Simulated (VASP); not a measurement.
Runs of VASP 6.6.1 on Al3Ni2. The structure is that of space group P-3m1 (No. 164), or close to it. The cells are those of the table. 

| cell | gap on the mesh (eV) | pressure (GPa) | moment (μB) | largest force (eV/Å) |
| --- | --- | --- | --- | --- |
| a = 3.913, b = 3.913, c = 4.781 Å, angles 90.0, 90.0, 120.0°, 5 atoms | none | 10.2 | 0.00 | 0.12 |
| a = 3.994, b = 3.994, c = 4.881 Å, angles 90.0, 90.0, 120.0°, 5 atoms | none | 0.1 | 0.00 | 0.04 |
| a = 3.967, b = 3.967, c = 4.848 Å, angles 90.0, 90.0, 120.0°, 5 atoms | none | (a) | 0.00 | 0.04 |
| a = 3.940, b = 3.940, c = 4.815 Å, angles 90.0, 90.0, 120.0°, 5 atoms | none | (b) | 0.00 | 0.08 |

Alike in all rows: task single point; level PBEsol; potentials or basis VASP PAW PBE potentials, release 64 (Ni, Al); spin collinear, ferromagnetic start; k mesh 8 × 8 × 6; cutoff (eV) 520; smearing fermi-dirac 0.05 eV.

**Question.** Fill in the values left out.

**Answer.** (a) 3.1; (b) 6.5.

Caveats: the PAW data sets were made with another functional, which shifts forces and pressure a little.

A gap of «none» marks levels without a gap at the run's occupations.
